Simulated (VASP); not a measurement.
Write the native input for VASP 6.6.1 that does the following.

| Quantity | Value |
| --- | --- |
| Task | single point |
| Functional | PBE |
| Potentials or basis | VASP PAW PBE potentials, release 64 (Y_sv) |
| Cutoff | 520 eV |
| k mesh | 8 × 8 × 5 |
| Occupations | fermi-dirac, width 0.05 eV |
| Spin | no spin polarisation |
| Dipole correction | no |
| Further INCAR settings | ALGO = Normal; EDIFF = 1e-06; NBANDS = 18 |

The structure of Y lies in POSCAR:

```
Y
1.0
    3.6229200678      0.0000000000      0.0000000000
   -1.8114600339      3.1375408146      0.0000000000
    0.0000000000      0.0000000000      5.6921384384
Y
2
Direct
    0.6666666667      0.3333333333      0.7500000000
    0.3333333333      0.6666666667      0.2500000000
```

This cell differs from its parent crystal: volume scaled by 0.98.

These files were run (other wordings do the same):

INCAR

```
SYSTEM = Y
ALGO     = Normal         ! electronic algorithm
EDIFF    = 1E-6           ! SCF threshold, eV
ENCUT    = 520            ! plane-wave cutoff, eV
GGA      = PE             ! functional
ISIF     = 2              ! what is computed and relaxed
ISMEAR   = -1             ! smearing method
LASPH    = .True.         ! aspherical terms in the spheres
LCHARG   = .True.         ! write CHGCAR
LELF     = .True.         ! ELF
LREAL    = .False.        ! projectors in reciprocal space
LVHAR    = .True.       
LWAVE    = .False.        ! write WAVECAR
NBANDS   = 18             ! bands
NELM     = 80             ! most SCF steps
PREC     = Accurate       ! precision mode
SIGMA    = 0.05           ! smearing width, eV
```

KPOINTS

```
k-points
0
Gamma
  8 8 5
  0 0 0
```

Potentials or basis: VASP PAW PBE potentials, release 64 (Y_sv).

Command:

```bash
$ cat potpaw_PBE.64/Y_sv/POTCAR > POTCAR
$ mpirun -np 1 vasp_std > vasp.out
```

Results of the run:

| Quantity | Value |
| --- | --- |
| Pressure | 0.6 GPa |
| Band gap on the k mesh | zero (band 11 reaches 4.00 eV, above the bottom of band 12 at 2.64 eV) |

It took 45 s on 1 thread of Intel(R) Xeon(R) Platinum 8259CL CPU @ 2.50GHz (Skylake/Cascade Lake), on a shared host, peak memory 0.2 GiB.
